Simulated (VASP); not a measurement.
Cd6Te: single point with PBE

Cd6Te:

```xyz
7
Lattice="8.6544 0.0000 0.0000 -4.3272 7.4949 0.0000 0.0000 0.0000 3.0282" Properties=species:S:1:pos:R:3 pbc="T T T"
Cd    5.8691    1.6081    1.5141
Cd    4.3272    4.2787    1.5141
Cd    2.7853    1.6081    1.5141
Cd   -1.5419    5.8868    1.5141
Cd    0.0000    3.2162    1.5141
Cd    1.5419    5.8868    1.5141
Te    0.0000    0.0000    1.5141
```

The cell was built from a structure type or drawn by symmetry, and may not be a known phase.

```
Program             : VASP 6.6.1
Task                : single point
Functional          : PBE
Potentials or basis : VASP PAW PBE potentials, release 64 (Cd, Te)
Cutoff              : 520 eV
k mesh              : 6 × 6 × 10
Occupations         : gaussian, width 0.1 eV
Spin                : no spin polarisation
```

| Item | Value |
| --- | --- |
| Pressure | 0.1 GPa |
| Band gap on the k mesh | zero (bands 39 and 40 overlap by 1.23 eV) |

Forces in eV/Å, atoms in the order of the input:
```
Cd   0.002 -0.001  0.000
Cd   0.000  0.002  0.000
Cd  -0.002 -0.001  0.000
Cd  -0.002  0.001  0.000
Cd   0.000 -0.002  0.000
Cd   0.002  0.001  0.000
Te   0.000  0.000  0.000
```

Levels at points of the mesh, in eV from the Fermi level:
```csv
k point,band 37,band 38,band 39,band 40,band 41,band 42
"(0.00, 0.00, 0.00)",-3.83,-0.66,-0.66,-0.21,2.08,2.28
"(0.50, 0.00, 0.00)",-2.24,-2.04,-1.12,-0.46,0.44,1.83
"(0.00, 0.00, 0.50)",-0.58,-0.03,-0.03,0.49,0.49,0.52
"(0.50, 0.00, 0.50)",-0.92,-0.46,0.27,0.37,0.93,0.99
```

Run time: 11 min on 1 thread of Intel Xeon 8259CL, on a shared host, peak memory 0.5 GiB.

Caveat: spin-orbit coupling is left out, which moves the levels of the heavy elements.
